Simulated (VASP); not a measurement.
Wanted: the native input for a VASP 6.6.1 run.

```
Task                   : electric field gradients
Functional             : PBE
Potentials or basis    : VASP PAW PBE potentials, release 64 (Sb)
Cutoff                 : 520 eV
k mesh                 : 19 × 19 × 19
Occupations            : fermi-dirac, width 0.05 eV
Spin                   : no spin polarisation
Dipole correction      : no
Further INCAR settings : ALGO = Normal; EDIFF = 1e-08; NBANDS = 8
```

The structure of Sb lies in POSCAR:

```
Sb
1.0
   -1.5149671779      1.5149671779      2.4964243197
    1.5149671779     -1.5149671779      2.4964243197
    1.5149671779      1.5149671779     -2.4964243197
Sb
1
Direct
    0.0000000000      0.0000000000      0.0000000000
```

This cell differs from its parent crystal: volume scaled by 1.02.

One way to write it, as run:

INCAR

```
SYSTEM = Sb
PREC = Accurate
ENCUT = 520
EDIFF = 1E-8
ISMEAR = -1
SIGMA = 0.05
LREAL = .False.
LASPH = .True.
NELM = 60
ALGO = Normal
ISIF = 2
LWAVE = .False.
LCHARG = .False.
GGA = PE
LEFG = .True.
NBANDS = 8
```

KPOINTS

```
Automatic mesh
0
Gamma
  19 19 19
  0 0 0
```

Potentials or basis: VASP PAW PBE potentials, release 64 (Sb).

The run is started by

```bash
$ cat potpaw_PBE.64/Sb/POTCAR > POTCAR
$ mpirun -np 1 vasp_std > vasp.out
```

It gave:

```
Pressure : 16.6 GPa
```

Caveat: without QUAD_EFG the Cq values of the log hold for a quadrupole moment of 1 mb, not for the nuclei.

Wall time 36 s on 1 thread of Intel(R) Xeon(R) 6975P-C (Granite Rapids), on a shared host, peak memory 0.22 GiB.
